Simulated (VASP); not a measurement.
# HoAuF4 (P-6m2) in VASP: single point with PBE

Aim: the single point of HoAuF4 with PBE.

Everything below comes from runs of VASP 6.6.1. Logs are shortened: lines on timing, memory, paths and dates and some standing lists are left out, and cuts for length are marked.

## 1. The cell of the first run

It takes space group P-6m2 (No. 187, hexagonal). Conventional cell: a = 6.467 Å, b = 6.467 Å, c = 3.165 Å, α = 90.00°, β = 90.00°, γ = 120.00°. Ho (site symmetry -6m2) has 6 F at 2.17 Å within 2.9 Å. Within 4.2 Å of Au (site symmetry -6m2) lie 2 Au at 3.16 Å and 15 F at 3.62 to 3.73 Å and 3 Ho at 3.73 Å. Within 3.8 Å of F (site symmetry -6m2) lie 8 F at 2.75 to 3.16 Å and 3 Ho at 3.73 Å and 3 Au at 3.73 Å. Within 2.9 Å of F (site symmetry mm2) lie 2 Ho at 2.17 Å and 4 F at 2.58 to 2.75 Å.

The cell was built from a structure type or drawn by symmetry, and may not be a known phase.

## 2. Single point, PBE

Contents of INCAR:

```
SYSTEM = HoAuF4
PREC = Accurate
ENCUT = 600
EDIFF = 1E-6
ISMEAR = 0
SIGMA = 0.15
LREAL = .False.
LASPH = .True.
NELM = 200
ALGO = Normal
ISIF = 2
LWAVE = .False.
LCHARG = .True.
GGA = PE
LELF = .True.
LVHAR = .True.
NBANDS = 33
GGA_COMPAT = .False.
LMAXMIX = 6
```

Contents of KPOINTS:

```
Automatic mesh
0
Gamma
  3 3 3
  0 0 0
```

Contents of POSCAR:

```
HoAuF4
1.0
    6.4672180315      0.0000000036      0.0000000000
   -3.2336090188      5.6007751053      0.0000000000
    0.0000000000      0.0000000000      3.1647598422
Ho Au F
1 1 4
Direct
    0.0000000000      0.0000000000      0.0000000000
    0.6666666667      0.3333333333      0.0000000000
    0.3333333333      0.6666666667      0.0000000000
    0.7343462353      0.8671731177      0.5000000000
    0.1328268823      0.8671731177      0.5000000000
    0.1328268823      0.2656537647      0.5000000000
```

Potentials or basis: VASP PAW PBE potentials, release 64 (Ho_3, Au, F), 4f in core.

The run is started by

```
$ cat potpaw_PBE.64/Ho_3/POTCAR potpaw_PBE.64/Au/POTCAR potpaw_PBE.64/F/POTCAR > POTCAR
$ mpirun -np 1 vasp_std > vasp.out
```

OUTCAR:

```text
SYSTEM = HoAuF4
   PREC = Accurate
   ENCUT = 600
   EDIFF = 1E-6
   ISMEAR = 0
   LREAL = .False.
   LASPH = .True.
   NELM = 200
   ISIF = 2
   GGA = PE

 ion  position               nearest neighbor table
   1  0.000  0.000  0.000-   5 2.17   5 2.17   6 2.17   6 2.17   4 2.17   4 2.17
   2  0.667  0.333  0.000-
   3  0.333  0.667  0.000-
   4  0.734  0.867  0.500-   1 2.17   1 2.17
   5  0.133  0.867  0.500-   1 2.17   1 2.17
   6  0.133  0.266  0.500-   1 2.17   1 2.17

  LATTYP: Found a hexagonal cell.
 ALAT       =     6.4672180315
 C/A-ratio  =     0.4893541283

  Lattice vectors:

 A1 = (   6.4672180315,   0.0000000036,   0.0000000000)
 A2 = (  -3.2336090188,   5.6007751053,   0.0000000000)
 A3 = (   0.0000000000,   0.0000000000,   3.1647598422)

Analysis of symmetry for initial positions (statically):
=====================================================================
 Subroutine PRICEL returns:
 Original cell was already a primitive cell.

 Routine SETGRP: Setting up the symmetry group for a
 hexagonal supercell.

 Subroutine GETGRP returns: Found 12 space group operations
 (whereof 12 operations were pure point group operations)
 out of a pool of 24 trial point group operations.

The static configuration has the point symmetry D_3h.

Analysis of symmetry for dynamics (positions and initial velocities):
=====================================================================
 Subroutine PRICEL returns:
 Original cell was already a primitive cell.

 Routine SETGRP: Setting up the symmetry group for a
 hexagonal supercell.

 Subroutine GETGRP returns: Found 12 space group operations
 (whereof 12 operations were pure point group operations)
 out of a pool of 24 trial point group operations.

The dynamic configuration has the point symmetry D_3h.

 Subroutine INISYM returns: Found 12 space group operations
 (whereof 12 operations are pure point group operations),
 and found     1 'primitive' translations

----------------------------------------------------------------------------------------

                                     Primitive cell

  volume of cell :     114.6321

  direct lattice vectors                    reciprocal lattice vectors
     6.467218031  0.000000004  0.000000000     0.154625991  0.089273358  0.000000000
    -3.233609019  5.600775105  0.000000000    -0.000000000  0.178546716  0.000000000
     0.000000000  0.000000000  3.164759842     0.000000000  0.000000000  0.315979742

  length of vectors
     6.467218031  6.467218031  3.164759842     0.178546716  0.178546716  0.315979742

  position of ions in fractional coordinates (direct lattice)
     0.000000000  0.000000000  0.000000000
     0.666666667  0.333333333  0.000000000
     0.333333333  0.666666667  0.000000000
     0.734346235  0.867173118  0.500000000
     0.132826882  0.867173118  0.500000000
     0.132826882  0.265653765  0.500000000

  ion indices of the primitive-cell ions
   primitive index   ion index
                 1           1
                 2           2
                 3           3
                 4           4
                 5           5
                 6           6

----------------------------------------------------------------------------------------

 KPOINTS: Automatic mesh

Automatic generation of k-mesh.
 Grid dimensions read from file:
 generate k-points for:    3    3    3

 Generating k-lattice:

  Cartesian coordinates                     Fractional coordinates (reciprocal lattice)
     0.051541997  0.029757786  0.000000000     0.333333333  0.000000000  0.000000000
    -0.000000000  0.059515572  0.000000000     0.000000000  0.333333333  0.000000000
     0.000000000  0.000000000  0.105326581     0.000000000  0.000000000  0.333333333

  Length of vectors
     0.059515572  0.059515572  0.105326581

  Shift w.r.t. Gamma in fractional coordinates (k-lattice)
     0.000000000  0.000000000  0.000000000

 Subroutine IBZKPT returns following result:
 ===========================================

 Found      6 irreducible k-points:

 Following reciprocal coordinates:
            Coordinates               Weight
  0.000000  0.000000  0.000000      1.000000
  0.333333  0.000000  0.000000      6.000000
  0.333333  0.333333  0.000000      2.000000
  0.000000  0.000000  0.333333      2.000000
  0.333333  0.000000  0.333333     12.000000
  0.333333  0.333333  0.333333      4.000000
   k-points           NKPTS =      6   k-points in BZ     NKDIM =      6   number of bands    NBANDS=     33
   number of dos      NEDOS =    301   number of ions     NIONS =      6
   total plane-waves  NPLWV =  81648
   dimension x,y,z NGX =    54 NGY =   54 NGZ =   28
   dimension x,y,z NGXF=   108 NGYF=  108 NGZF=   56
   ions per type =               1   1   4
   NGX,Y,Z   is equivalent  to a cutoff of  13.88, 13.88, 14.71 a.u.
   NGXF,Y,Z  is equivalent  to a cutoff of  27.76, 27.76, 29.42 a.u.
 SYSTEM =  HoAuF4
   PREC   = accura    normal or accurate (medium, high low for compatibility)
   ISTART =      0    job   : 0-new  1-cont  2-samecut
   ICHARG =      2    charge: 1-file 2-atom 10-const
   ISPIN  =      1    spin polarized calculation?
   LNONCOLLINEAR =      F non collinear calculations
   LSORBIT =      F    spin-orbit coupling
   LASPH  =      T    aspherical Exc in radial PAW
   ENCUT  =  600.0 eV  44.10 Ry    6.64 a.u.  12.92 12.92  6.32*2*pi/ulx,y,z
   NELM   =    200;   NELMIN=  2; NELMDL= -5     # of ELM steps
   EDIFF  = 0.1E-05   stopping-criterion for ELM
   LREAL  =      F    real-space projection
   EDIFFG = 0.1E-04   stopping-criterion for IOM
   NSW    =      0    number of steps for IOM
   IBRION =     -1    ionic relax: 0-MD 1-quasi-New 2-CG
   NFREE  =      0    steps in history (QN), initial steepest desc. (CG)
   ISIF   =      2    stress and relaxation
   ISYM   =      2    0-nonsym 1-usesym 2-fastsym
   POTIM  = 0.5000    time-step for ionic-motion
   TEBEG  =    0.0;   TEEND  =   0.0 temperature during run
   PSTRESS=    0.0 pullay stress
   NELECT =      48.0000    total number of electrons
   NUPDOWN=      -1.0000    fix difference up-down
   EMIN   =  10.00;   EMAX   =-10.00  energy-range for DOS
   EFERMI =   0.00;   METHOD = LEGACY
   ISMEAR =     0;   SIGMA  =   0.15  broadening in eV -4-tet -1-fermi 0-gaus
   EFERMI_NEDOS =   21; number of points for ismear=-14 and -15
   IALGO  =     38    algorithm
   IMIX   =      4    mixing-type and parameters
     AMIX     =   0.40;   BMIX     =  1.00
     AMIX_MAG =   1.60;   BMIX_MAG =  1.00
  volume/ion in A,a.u.               =      19.11       128.93
  Fermi-wavevector in a.u.,A,eV,Ry     =   1.224766  2.314472 20.409442  1.500052
  Thomas-Fermi vector in A             =   2.359829
   LORBIT       =      0    0 simple, 1 ext, 2 COOP (PROOUT), +10 PAW based schemes
   GGA     = PE    functional components
   LHFCALC =     F    Hartree Fock is set to
   AEXX    =    0.0000 exact exchange contribution
   IVDW    =     0    specifies the selected vdW correction
   LEPSILON=     F    determine dielectric tensor
   LRPA    =     F    only Hartree local field effects (RPA)
 non-spin polarized calculation
 Gauss-broadening in eV      SIGMA  =   0.15
  energy-cutoff  :      600.00
  volume of cell :      114.63
 maximum number of plane-waves:      3861
 NGX is ok and might be reduce to    54
   NGX = 25   NGY = 25   NGZ = 13

 number of electron      47.9999996 magnetization

 Free energy of the ion-electron system (eV)
  ---------------------------------------------------
  ext. energy  EPLUGINS =         0.00000000
  ---------------------------------------------------
  free energy    TOTEN  =       -27.27691606 eV

  energy without entropy =      -27.20044839  energy(sigma->0) =      -27.23868222

 E-fermi :  -1.3819     XC(G=0):  -8.6905

 val. band max:       -1.4714549309   @ k =   0.3333   0.0000   0.0000
 cond. band min:      -1.3764989789   @ k =   0.3333   0.3333   0.0000
 fundamental gap:      0.0949559520
 Fermi energy:        -1.3818868504

 k-point     1 :       0.0000    0.0000    0.0000
  band No.  band energies     occupation
      1     -24.2658      2.00000
      2     -24.2658      2.00000
      3     -22.8785      2.00000
      4     -22.3640      2.00000
      5     -20.8113      2.00000
      6     -20.8113      2.00000
[... 25 lines left out ...]
     32       8.7343      0.00000
     33       8.7344      0.00000

 k-point     2 :       0.3333    0.0000    0.0000
  band No.  band energies     occupation
      1     -24.2693      2.00000
      2     -24.2659      2.00000
      3     -22.8684      2.00000
      4     -22.3640      2.00000
      5     -20.8404      2.00000
      6     -20.8111      2.00000
[... 25 lines left out ...]
     32       8.7379      0.00000
     33       8.7487      0.00000

 k-point     3 :       0.3333    0.3333    0.0000
  band No.  band energies     occupation
      1     -24.2707      2.00000
      2     -24.2663      2.00000
      3     -22.8633      2.00000
      4     -22.3640      2.00000
      5     -20.8541      2.00000
      6     -20.8109      2.00000
[... 25 lines left out ...]
     32       8.7393      0.00000
     33       9.4213      0.00000

 k-point     4 :       0.0000    0.0000    0.3333
  band No.  band energies     occupation
      1     -24.9998      2.00000
      2     -23.4946      2.00000
      3     -23.4946      2.00000
      4     -21.7606      2.00000
      5     -21.7606      2.00000
      6     -20.4666      2.00000
[... 25 lines left out ...]
     32       8.3253      0.00000
     33       8.3253      0.00000

 k-point     5 :       0.3333    0.0000    0.3333
  band No.  band energies     occupation
      1     -24.9986      2.00000
      2     -23.4970      2.00000
      3     -23.4947      2.00000
      4     -21.7640      2.00000
      5     -21.7606      2.00000
      6     -20.4312      2.00000
[... 25 lines left out ...]
     32       8.4267      0.00000
     33       8.4615      0.00000

 k-point     6 :       0.3333    0.3333    0.3333
  band No.  band energies     occupation
      1     -24.9980      2.00000
      2     -23.4980      2.00000
      3     -23.4949      2.00000
      4     -21.7657      2.00000
      5     -21.7606      2.00000
      6     -20.4030      2.00000
[... 25 lines left out ...]
     32       8.2853      0.00000
     33       8.5474      0.00000

------------------------ aborting loop because EDIFF is reached ----------------------------------------

  FORCE on cell =-STRESS in cart. coord.  units (eV):
  Direction    XX          YY          ZZ          XY          YZ          ZX
  --------------------------------------------------------------------------------------
  -------------------------------------------------------------------------------------
  Total        0.7892390      0.7892390      0.8114015      0.0000000     -0.0000000      0.0000000
  in kB       11.0309455     11.0309455     11.3407040      0.0000000     -0.0000000      0.0000000
  external PRESSURE =      11.1341984 kB  Pullay stress =       0.0000000 kB

 VOLUME and BASIS-vectors are now :
 -----------------------------------------------------------------------------
  energy-cutoff  :      600.00
  volume of cell :      114.63
      direct lattice vectors                 reciprocal lattice vectors
     6.467218031  0.000000004  0.000000000     0.154625991  0.089273358  0.000000000
    -3.233609019  5.600775105  0.000000000    -0.000000000  0.178546716  0.000000000
     0.000000000  0.000000000  3.164759842     0.000000000  0.000000000  0.315979742

 POSITION                                       TOTAL-FORCE (eV/Angst)
 -----------------------------------------------------------------------------------
      0.00000      0.00000      0.00000        -0.000000      0.000000      0.000000
      3.23361      1.86693      0.00000        -0.000000      0.000000      0.000000
     -0.00000      3.73385      0.00000        -0.000000      0.000000      0.000000
      1.94508      4.85684      1.58238        -0.181413     -0.104739     -0.000000
     -1.94508      4.85684      1.58238         0.181413     -0.104739     -0.000000
     -0.00000      1.48787      1.58238        -0.000000      0.209478      0.000000
 -----------------------------------------------------------------------------------
    total drift:                                0.000005     -0.000003     -0.000000

  FREE ENERGIE OF THE ION-ELECTRON SYSTEM (eV)
  ---------------------------------------------------
  free  energy   TOTEN  =       -27.2769160600 eV

  energy  without entropy=      -27.2004483893  energy(sigma->0) =      -27.23868222
```

Wall time 81 s (1 thread of Intel Xeon Platinum 8259CL at 2.50GHz (Skylake/Cascade Lake), shared host); peak memory 0.28 GiB.

Results:

| Quantity | Value |
| --- | --- |
| Free energy | -27.2769 eV |
| Pressure | 1.1 GPa |
| Largest force | 0.209 eV/Å |

Forces in eV/Å, atoms in the order of the input:
```
Ho   0.000  0.000  0.000
Au   0.000  0.000  0.000
F    0.000  0.000  0.000
F   -0.181 -0.105  0.000
F    0.181 -0.105  0.000
F    0.000  0.209  0.000
```

Caveat: the k points lie up to 0.66 Å⁻¹ apart; spin-orbit coupling is left out, which moves the levels of the heavy elements; the 4f electrons are frozen in the core, so they carry no moment and show no levels; the run has no spin polarisation, though such a crystal can be magnetic.
